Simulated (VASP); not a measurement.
The system is Lu.

```
Lu
1.0
     0.00000    2.45000    2.45000
     2.45000    0.00000    2.45000
     2.45000    2.45000    0.00000
Lu
1
Cartesian
  0.0000 0.0000 0.0000
```

This isn't the form of Lu at room conditions, which is hcp.

```yaml
Program: VASP 6.6.1
Task: relaxation of cell and atoms
Functional: LDA
Potentials_or_basis: VASP PAW PBE potentials, release 64 (Lu)
Cutoff: 600 eV
k_mesh: 9 × 9 × 9
Occupations: gaussian, width 0.1 eV
Spin: no spin polarisation
```

At the start: pressure -5.5 GPa; volume 29.41 Å³/atom.

**Question.** How do energy, volume and symmetry change on relaxing?

**Answer.** Over 3 steps the energy falls by 68.2 meV/atom and the volume is 25.78 Å³/atom (-12.4 %); space group Fm-3m (No. 225, to 0.1 Å) before and after.

The path:
| step | energy change (eV) | largest force (eV/Å) | pressure (GPa) | volume (Å³) |
| --- | --- | --- | --- | --- |
| 1 | 0.0000 | 0.0000 | -5.54 | 29.41 |
| 2 | -0.0666 | 0.0000 | 1.03 | 25.29 |
| 3 | -0.0682 | 0.0000 | 0.04 | 25.78 |

Final structure:
```
Lu
1.0
     0.00000    2.34463    2.34463
     2.34463    0.00000    2.34463
     2.34463    2.34463    0.00000
Lu
1
Direct
  0.00000 0.00000 0.00000
```

Caveat: the PAW data sets were made with another functional, which shifts forces and pressure a little.
